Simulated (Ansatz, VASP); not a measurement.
# One calculation of P, two programs

The input INCAR:

```
PREC = Accurate ; ENCUT = 520
EDIFF = 1E-7 ; ISMEAR = 0
SIGMA = 0.03 ; LREAL = False
LASPH = True ; NELM = 80
ALGO = Normal ; ISIF = 2
LWAVE = False ; LCHARG = True
GGA = PE ; LELF = True
LVHAR = True ; NBANDS = 18
```

Contents of KPOINTS:

```
regular mesh
0
Gamma
  10 10 8
```

POSCAR

```
P
1.0
    1.6552162270     -5.6427177482      0.0000000000
    1.6552162270      5.6427177482      0.0000000000
    0.0000000000      0.0000000000      4.5577728156
P
4
Direct
    0.1242593690      0.9611804388      0.9137202394
    0.5940707809      0.4059292191      0.5862797606
    0.9059292191      0.0940707809      0.0862797606
    0.4059292191      0.5940707809      0.4137202394
```

Input for Ansatz:

```yaml
crystal:
  lattice:
    - [1.655216227, -5.6427177482, 0.0]
    - [1.655216227, 5.6427177482, 0.0]
    - [0.0, 0.0, 4.5577728156]
  atoms:
    - { symbol: P, position: [0.124259369, 0.9611804388, 0.9137202394] }
    - { symbol: P, position: [0.5940707809, 0.4059292191, 0.5862797606] }
    - { symbol: P, position: [0.9059292191, 0.0940707809, 0.0862797606] }
    - { symbol: P, position: [0.4059292191, 0.5940707809, 0.4137202394] }
basis:
  ecutwfc: 420
kpoints:
  mp_grid: { grid: [10, 10, 8] }
hamiltonian:
  xc: pbe
scf:
  occupations: { method: gaussian, width: 0.03 }
output:
  forces: true
  stress: true
  eigenvalues: true
```

Alike in both runs: task single point; functional PBE; k mesh 10 × 10 × 8; occupations gaussian, width 0.03 eV; no spin polarisation.

|  | VASP | Ansatz |
| --- | --- | --- |
| version | VASP 6.6.1 | Ansatz 0.2.0 |
| potentials or method | VASP PAW PBE potentials, release 64 (P), cutoff 520 eV | scalar-relativistic, plane waves, PAW |
| valence electrons in the cell | 20 | 20 |

```tsv
	VASP	Ansatz	Ansatz less VASP
gap on the k mesh at the Fermi level (eV)	0.45	0.43	-0.022
least direct gap on the mesh (eV)	0.56	0.54	-0.016
pressure (GPa)	2.1	2.4	+0.33
traceless stress, the component that is largest in VASP (GPa)	-3.37	-3.42	-0.051
rms of the force components (eV/Å)	0.839	0.854	+0.0148
```

Atom by atom the forces differ by 0.032 eV/Å (rms over components). With one functional, cell and mesh, what is left measures potentials, basis and numerics.
